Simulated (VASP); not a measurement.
Set up this calculation in VASP 6.6.1, as the native input.

- Task: relaxation of cell and atoms
- Functional: PBE
- Potentials or basis: VASP PAW PBE potentials, release 64 (Os)
- Cutoff: 600 eV
- k mesh: 18 × 18 × 18
- Occupations: fermi-dirac, width 0.1 eV
- Spin: no spin polarisation
- Target pressure: 160 GPa
- Dipole correction: no
- Further INCAR settings: ALGO = Normal; EDIFF = 1e-06; IBRION = 2; EDIFFG = -0.005; NSW = 60; ISIF = 3

The structure of Os lies in POSCAR:

```
Os
1.0
   -2.1860944906      2.1860944906      1.2023519698
    2.1860944906     -2.1860944906      1.2023519698
    2.1860944906      2.1860944906     -1.2023519698
Os
2
Direct
   -0.3750000000     -0.1250000000     -0.2500000000
    0.3750000000      0.1250000000      0.2500000000
```

These files were run (other wordings do the same):

INCAR

```
  PREC = Accurate
  ENCUT = 600
  EDIFF = 1E-6
  ISMEAR = -1
  SIGMA = 0.1
  LREAL = F
  LASPH = T
  NELM = 80
  ALGO = Normal
  ISIF = 3
  LWAVE = F
  LCHARG = F
  GGA = PE
  IBRION = 2
  NSW = 60
  EDIFFG = -0.005
  PSTRESS = 1600.0
```

KPOINTS

```
Automatic mesh
0
Gamma
  18 18 18
```

Potentials or basis: VASP PAW PBE potentials, release 64 (Os).

Launch:

```sh
$ cat potpaw_PBE.64/Os/POTCAR > POTCAR
$ mpirun -np 1 vasp_std > vasp.out
```

Results of the run:

```json
{
  "Relaxed volume": "12.19 Å³/atom",
  "Relaxed cell": "a = 3.400 Å, b = 3.400 Å, c = 3.400 Å, α = 97.23°, β = 97.23°, γ = 138.43°",
  "Space group after relaxing (to 0.1 Å)": "I4_1/amd (No. 141)",
  "Energy change on relaxing (the run minimises the enthalpy)": "-844.1 meV/atom",
  "Ionic steps": "14",
  "Pressure after relaxing": "160.0 GPa",
  "Band gap on the k mesh": "zero (bands 8 and 9 overlap by 2.54 eV)"
}
```

Caveat: the cell is relaxed towards a set pressure, so the run minimises the enthalpy, not the energy; spin-orbit coupling is left out, which moves the levels of the heavy elements.

It took 12 min on 1 thread of AMD EPYC 9R45 96-Core Processor (Zen 5), on a shared host, peak memory 0.28 GiB.
